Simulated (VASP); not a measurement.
# Cu2O (Pn-3m) in VASP: relaxation of the atoms with r2SCAN

Aim: the relaxation of the atoms of Cu2O with r2SCAN.

Everything below comes from runs of VASP 6.6.1. Logs are shortened: lines on timing, memory, paths and dates and some standing lists are left out, and cuts for length are marked.

### 1 The cell of the first run

It takes space group Pn-3m (No. 224, cubic). Conventional cell: a = 4.300 Å, b = 4.300 Å, c = 4.300 Å, α = 90.00°, β = 90.00°, γ = 90.00°. Cu (site symmetry -3m) has 2 O at 1.86 Å within 2.5 Å. O (site symmetry -43m) has 4 Cu at 1.86 Å within 2.5 Å.

### 2 Relaxation of the atoms, r2SCAN

Input file POSCAR:

```
Cu2O
1.0
    4.3003442600      0.0000000000      0.0000000000
    0.0000000000      4.3003442600      0.0000000000
    0.0000000000      0.0000000000      4.3003442600
Cu O
4 2
Direct
    0.2500000000      0.2500000000      0.2500000000
    0.2500000000      0.7500000000      0.7500000000
    0.7500000000      0.7500000000      0.2500000000
    0.7500000000      0.2500000000      0.7500000000
    0.0000000000      0.0000000000      0.0000000000
    0.5000000000      0.5000000000      0.5000000000
```

Input file INCAR.step1:

```
ALGO = Normal ; EDIFF = 1E-5
EDIFFG = -0.01 ; ENCUT = 580
GGA = PE ; GGA_COMPAT = F
IBRION = 2 ; ISMEAR = -1
KPAR = 4 ; LASPH = T
LCHARG = F ; LREAL = F
LWAVE = T ; NELM = 120
NELMIN = 4 ; NSW = 100
PREC = Accurate ; SIGMA = 0.02
```

Input file INCAR.step2:

```
ALGO = Normal ; EDIFF = 1E-7
EDIFFG = -0.01 ; ENCUT = 580
GGA_COMPAT = F ; IBRION = 2
ISIF = 2 ; ISMEAR = -1
ISTART = 1 ; KPAR = 4
LASPH = T ; LCHARG = F
LMIXTAU = T ; LREAL = F
LWAVE = F ; METAGGA = R2SCAN
NELM = 120 ; NELMIN = 4
NSW = 50 ; PREC = Accurate
SIGMA = 0.02
```

Input file KPOINTS:

```
k-points
0
Gamma
  8 8 8
```

Potentials or basis: VASP PAW PBE potentials, release 64 (Cu, O).

Started as:

```console
$ cat potpaw_PBE.64/Cu/POTCAR potpaw_PBE.64/O/POTCAR > POTCAR
$ cp INCAR.step1 INCAR
$ mpirun -np 4 vasp_std > vasp.out
$ cp INCAR.step2 INCAR
$ mpirun -np 4 vasp_std > vasp.out
```

OUTCAR:

```text
EDIFF = 1E-7
   EDIFFG = -0.01
   ENCUT = 580
   IBRION = 2
   ISIF = 2
   ISMEAR = -1
   ISTART = 1
   LASPH = T
   LREAL = F
   METAGGA = R2SCAN
   NELM = 120
   NELMIN = 4
   NSW = 50
   PREC = Accurate

 ion  position               nearest neighbor table
   1  0.250  0.250  0.250-   5 1.86   6 1.86
   2  0.250  0.750  0.750-   5 1.86   6 1.86
   3  0.750  0.750  0.250-   5 1.86   6 1.86
   4  0.750  0.250  0.750-   5 1.86   6 1.86
   5  0.000  0.000  0.000-   1 1.86   2 1.86   3 1.86   4 1.86
   6  0.500  0.500  0.500-   1 1.86   2 1.86   3 1.86   4 1.86

  LATTYP: Found a simple cubic cell.
 ALAT       =     4.3003442600

  Lattice vectors:

 A1 = (   4.3003442600,   0.0000000000,   0.0000000000)
 A2 = (   0.0000000000,   4.3003442600,   0.0000000000)
 A3 = (   0.0000000000,   0.0000000000,   4.3003442600)

Analysis of symmetry for initial positions (statically):
=====================================================================
 Subroutine PRICEL returns:
 Original cell was already a primitive cell.

 Routine SETGRP: Setting up the symmetry group for a
 simple cubic supercell.

 Subroutine GETGRP returns: Found 48 space group operations
 (whereof 24 operations were pure point group operations)
 out of a pool of 48 trial point group operations.

The static configuration has the point symmetry T_d .
 The point group associated with its full space group is O_h .

Analysis of symmetry for dynamics (positions and initial velocities):
=====================================================================
 Subroutine PRICEL returns:
 Original cell was already a primitive cell.

 Routine SETGRP: Setting up the symmetry group for a
 simple cubic supercell.

 Subroutine GETGRP returns: Found 48 space group operations
 (whereof 24 operations were pure point group operations)
 out of a pool of 48 trial point group operations.

The dynamic configuration has the point symmetry T_d .
 The point group associated with its full space group is O_h .

 Subroutine INISYM returns: Found 48 space group operations
 (whereof 24 operations are pure point group operations),
 and found     1 'primitive' translations

----------------------------------------------------------------------------------------

                                     Primitive cell

  volume of cell :      79.5261

  direct lattice vectors                    reciprocal lattice vectors
     4.300344260  0.000000000  0.000000000     0.232539522  0.000000000  0.000000000
     0.000000000  4.300344260  0.000000000     0.000000000  0.232539522  0.000000000
     0.000000000  0.000000000  4.300344260     0.000000000  0.000000000  0.232539522

  length of vectors
     4.300344260  4.300344260  4.300344260     0.232539522  0.232539522  0.232539522

  position of ions in fractional coordinates (direct lattice)
     0.250000000  0.250000000  0.250000000
     0.250000000  0.750000000  0.750000000
     0.750000000  0.750000000  0.250000000
     0.750000000  0.250000000  0.750000000
     0.000000000  0.000000000  0.000000000
     0.500000000  0.500000000  0.500000000

  ion indices of the primitive-cell ions
   primitive index   ion index
                 1           1
                 2           2
                 3           3
                 4           4
                 5           5
                 6           6

----------------------------------------------------------------------------------------

 KPOINTS: k-points

Automatic generation of k-mesh.
 Grid dimensions read from file:
 generate k-points for:    8    8    8

 Generating k-lattice:

  Cartesian coordinates                     Fractional coordinates (reciprocal lattice)
     0.029067440  0.000000000  0.000000000     0.125000000  0.000000000  0.000000000
     0.000000000  0.029067440  0.000000000     0.000000000  0.125000000  0.000000000
     0.000000000  0.000000000  0.029067440     0.000000000  0.000000000  0.125000000

  Length of vectors
     0.029067440  0.029067440  0.029067440

  Shift w.r.t. Gamma in fractional coordinates (k-lattice)
     0.000000000  0.000000000  0.000000000

 Subroutine IBZKPT returns following result:
 ===========================================

 Found     35 irreducible k-points:

 Following reciprocal coordinates:
            Coordinates               Weight
  0.000000  0.000000  0.000000      1.000000
  0.125000  0.000000  0.000000      6.000000
  0.250000  0.000000  0.000000      6.000000
  0.375000  0.000000  0.000000      6.000000
  0.500000  0.000000  0.000000      3.000000
  0.125000  0.125000  0.000000     12.000000
[... 16 lines left out ...]
  0.375000  0.375000  0.125000     24.000000
  0.500000  0.375000  0.125000     24.000000
 [... further k-points ...]
   k-points           NKPTS =     35   k-points in BZ     NKDIM =     35   number of bands    NBANDS=     33
   number of dos      NEDOS =    301   number of ions     NIONS =      6
   total plane-waves  NPLWV =  46656
   dimension x,y,z NGX =    36 NGY =   36 NGZ =   36
   dimension x,y,z NGXF=    72 NGYF=   72 NGZF=   72
   ions per type =               4   2
   NGX,Y,Z   is equivalent  to a cutoff of  13.92, 13.92, 13.92 a.u.
   NGXF,Y,Z  is equivalent  to a cutoff of  27.83, 27.83, 27.83 a.u.
 SYSTEM =  unknown system
   PREC   = accura    normal or accurate (medium, high low for compatibility)
   ISTART =      1    job   : 0-new  1-cont  2-samecut
   ICHARG =      0    charge: 1-file 2-atom 10-const
   ISPIN  =      1    spin polarized calculation?
   LNONCOLLINEAR =      F non collinear calculations
   LSORBIT =      F    spin-orbit coupling
   LASPH  =      T    aspherical Exc in radial PAW
   ENCUT  =  580.0 eV  42.63 Ry    6.53 a.u.   8.44  8.44  8.44*2*pi/ulx,y,z
   NELM   =    120;   NELMIN=  4; NELMDL=  0     # of ELM steps
   EDIFF  = 0.1E-06   stopping-criterion for ELM
   LREAL  =      F    real-space projection
   EDIFFG = -.1E-01   stopping-criterion for IOM
   NSW    =     50    number of steps for IOM
   IBRION =      2    ionic relax: 0-MD 1-quasi-New 2-CG
   NFREE  =      1    steps in history (QN), initial steepest desc. (CG)
   ISIF   =      2    stress and relaxation
   ISYM   =      2    0-nonsym 1-usesym 2-fastsym
   POTIM  = 0.5000    time-step for ionic-motion
   TEBEG  =    0.0;   TEEND  =   0.0 temperature during run
   PSTRESS=    0.0 pullay stress
   NELECT =      56.0000    total number of electrons
   NUPDOWN=      -1.0000    fix difference up-down
   EMIN   =  10.00;   EMAX   =-10.00  energy-range for DOS
   EFERMI =   0.00;   METHOD = LEGACY
   ISMEAR =    -1;   SIGMA  =   0.02  broadening in eV -4-tet -1-fermi 0-gaus
   EFERMI_NEDOS =   21; number of points for ismear=-14 and -15
   IALGO  =     38    algorithm
   IMIX   =      4    mixing-type and parameters
     AMIX     =   0.40;   BMIX     =  1.00
     AMIX_MAG =   1.60;   BMIX_MAG =  1.00
  volume/ion in A,a.u.               =      13.25        89.44
  Fermi-wavevector in a.u.,A,eV,Ry     =   1.456468  2.752325 28.862026  2.121299
  Thomas-Fermi vector in A             =   2.573383
   LORBIT       =      0    0 simple, 1 ext, 2 COOP (PROOUT), +10 PAW based schemes
   METAGGA = R2SCAN    functional components
   LHFCALC =     F    Hartree Fock is set to
   AEXX    =    0.0000 exact exchange contribution
   IVDW    =     0    specifies the selected vdW correction
   LEPSILON=     F    determine dielectric tensor
   LRPA    =     F    only Hartree local field effects (RPA)
 conjugate gradient relaxation of ions
 non-spin polarized calculation
  energy-cutoff  :      580.00
  volume of cell :       79.53
 maximum number of plane-waves:      2560
 NGX is ok and might be reduce to    36
   NGX = 17   NGY = 17   NGZ = 17

 number of electron      55.9999966 magnetization

 Free energy of the ion-electron system (eV)
  ---------------------------------------------------
  ext. energy  EPLUGINS =         0.00000000
  ---------------------------------------------------
  free energy    TOTEN  =       -58.18914666 eV

  energy without entropy =      -58.18914666  energy(sigma->0) =      -58.18914666

 E-fermi :   4.6469     XC(G=0): -11.4666

 val. band max:        4.2793505428   @ k =   0.0000   0.0000   0.0000
 cond. band min:       4.9821324612   @ k =   0.0000   0.0000   0.0000
 fundamental gap:      0.7027819184
 Fermi energy:         4.6469288312

 k-point     1 :       0.0000    0.0000    0.0000
  band No.  band energies     occupation
      1     -16.7847      2.00000
      2     -16.1312      2.00000
      3      -2.9249      2.00000
      4      -2.9249      2.00000
      5      -2.9249      2.00000
      6      -0.5742      2.00000
[... 25 lines left out ...]
     32      12.5646      0.00000
     33      12.5646      0.00000

 k-point     2 :       0.1250    0.0000    0.0000
  band No.  band energies     occupation
      1     -16.7593      2.00000
      2     -16.1554      2.00000
      3      -2.8874      2.00000
      4      -2.8679      2.00000
      5      -2.8679      2.00000
      6      -0.9367      2.00000
[... 25 lines left out ...]
     32      12.2377      0.00000
     33      12.4855      0.00000

 k-point     3 :       0.2500    0.0000    0.0000
  band No.  band energies     occupation
      1     -16.6873      2.00000
      2     -16.2246      2.00000
      3      -2.7712      2.00000
      4      -2.7055      2.00000
      5      -2.7055      2.00000
      6      -1.4200      2.00000
[... 25 lines left out ...]
     32      11.5993      0.00000
     33      12.0014      0.00000

 k-point     4 :       0.3750    0.0000    0.0000
  band No.  band energies     occupation
      1     -16.5799      2.00000
      2     -16.3293      2.00000
      3      -2.5683      2.00000
      4      -2.4741      2.00000
      5      -2.4741      2.00000
      6      -1.8813      2.00000
[... 25 lines left out ...]
     32      10.1437      0.00000
     33      12.1028      0.00000

 k-point     5 :       0.5000    0.0000    0.0000
  band No.  band energies     occupation
      1     -16.4541      2.00000
      2     -16.4541      2.00000
      3      -2.3215      2.00000
      4      -2.3215      2.00000
      5      -2.2710      2.00000
      6      -2.2710      2.00000
[... 604 lines left out ...]
 k-point    22 :       0.5000    0.2500    0.1250
  band No.  band energies     occupation
      1     -16.5002      2.00000
      2     -16.3842      2.00000
      3      -2.8667      2.00000
      4      -2.7196      2.00000
      5      -2.3007      2.00000
      6      -1.6877      2.00000
[... 25 lines left out ...]
     32       8.7569      0.00000
     33      10.4546      0.00000

 k-point    23 :       0.3750    0.3750    0.1250
  band No.  band energies     occupation
      1     -16.5212      2.00000
      2     -16.3551      2.00000
      3      -2.9744      2.00000
      4      -2.8206      2.00000
      5      -2.2737      2.00000
      6      -1.6741      2.00000
[... 25 lines left out ...]
     32       8.6170      0.00000
     33      10.3090      0.00000

 k-point    24 :       0.5000    0.3750    0.1250
  band No.  band energies     occupation
      1     -16.5117      2.00000
      2     -16.3597      2.00000
      3      -2.9648      2.00000
      4      -2.9262      2.00000
      5      -2.2340      2.00000
      6      -1.6788      2.00000
[... 25 lines left out ...]
     32       8.4222      0.00000
     33      10.5072      0.00000

 [... further k-points ...]

------------------------ aborting loop because EDIFF is reached ----------------------------------------

  FORCE on cell =-STRESS in cart. coord.  units (eV):
  Direction    XX          YY          ZZ          XY          YZ          ZX
  --------------------------------------------------------------------------------------
  -------------------------------------------------------------------------------------
  Total       -1.8188520     -1.8188520     -1.8188520      0.0000000      0.0000000      0.0000000
  in kB      -36.6436110    -36.6436110    -36.6436110      0.0000000      0.0000000      0.0000000
  external PRESSURE =     -36.6436110 kB  Pullay stress =       0.0000000 kB

 VOLUME and BASIS-vectors are now :
 -----------------------------------------------------------------------------
  energy-cutoff  :      580.00
  volume of cell :       79.53
      direct lattice vectors                 reciprocal lattice vectors
     4.300344260  0.000000000  0.000000000     0.232539522  0.000000000  0.000000000
     0.000000000  4.300344260  0.000000000     0.000000000  0.232539522  0.000000000
     0.000000000  0.000000000  4.300344260     0.000000000  0.000000000  0.232539522

 POSITION                                       TOTAL-FORCE (eV/Angst)
 -----------------------------------------------------------------------------------
      1.07509      1.07509      1.07509        -0.000000      0.000000     -0.000000
      1.07509      3.22526      3.22526         0.000000      0.000000     -0.000000
      3.22526      3.22526      1.07509         0.000000     -0.000000     -0.000000
      3.22526      1.07509      3.22526        -0.000000     -0.000000      0.000000
      0.00000      0.00000      0.00000         0.000000     -0.000000     -0.000000
      2.15017      2.15017      2.15017        -0.000000     -0.000000     -0.000000
 -----------------------------------------------------------------------------------
    total drift:                                0.000000      0.000000      0.000000

  FREE ENERGIE OF THE ION-ELECTRON SYSTEM (eV)
  ---------------------------------------------------
  free  energy   TOTEN  =       -58.1891466594 eV

  energy  without entropy=      -58.1891466592  energy(sigma->0) =      -58.18914666

 reached required accuracy - stopping structural energy minimisation
```

Run time: 2.4 min. Hardware: 4 MPI ranks of Intel Xeon Platinum 8259CL at 2.50GHz (Skylake/Cascade Lake), shared host; peak memory 0.26 GiB.

What came out:

```yaml
Free_energy: -58.1891 eV
Pressure_after_relaxing: -3.7 GPa
Band_gap_on_the_k_mesh: 0.70 eV
```

Final structure:
```yaml
crystal:
  lattice:
    - [4.30034, 0.00000, 0.00000]
    - [0.00000, 4.30034, 0.00000]
    - [0.00000, 0.00000, 4.30034]
  atoms:
    - { symbol: Cu, position: [0.25000, 0.25000, 0.25000] }
    - { symbol: Cu, position: [0.25000, 0.75000, 0.75000] }
    - { symbol: Cu, position: [0.75000, 0.75000, 0.25000] }
    - { symbol: Cu, position: [0.75000, 0.25000, 0.75000] }
    - { symbol: O, position: [0.00000, 0.00000, 0.00000] }
    - { symbol: O, position: [0.50000, 0.50000, 0.50000] }
```

Caveat: the relaxation stopped at its first step, so nothing moved; the PAW data sets were made with another functional, which shifts forces and pressure a little.
